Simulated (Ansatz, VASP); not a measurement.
# One calculation of Mo, two programs

```
CELL_PARAMETERS angstrom
-1.62768 1.62768 1.62768
1.62768 -1.62768 1.62768
1.62768 1.62768 -1.62768
ATOMIC_POSITIONS crystal
Mo 0.00000 0.00000 0.00000
```

Alike in both runs: task single point; functional revPBE; k mesh 23 × 23 × 23; occupations fermi-dirac, width 0.1 eV; no spin polarisation.

|  | VASP | Ansatz |
| --- | --- | --- |
| version | VASP 6.6.1 | Ansatz 0.2.0 |
| potentials or method | VASP PAW PBE potentials, release 64 (Mo_sv), cutoff 520 eV | plane waves (420 eV) with PAW, scalar-relativistic |
| valence electrons in the cell | 14 | 14 |

Ansatz gave:

```
pressure (GPa) : -16.7
```

Q: What did VASP give for the same quantities?

A: Pressure (GPa): -16.4.

VASP's potentials were made for PBE, not for revPBE.
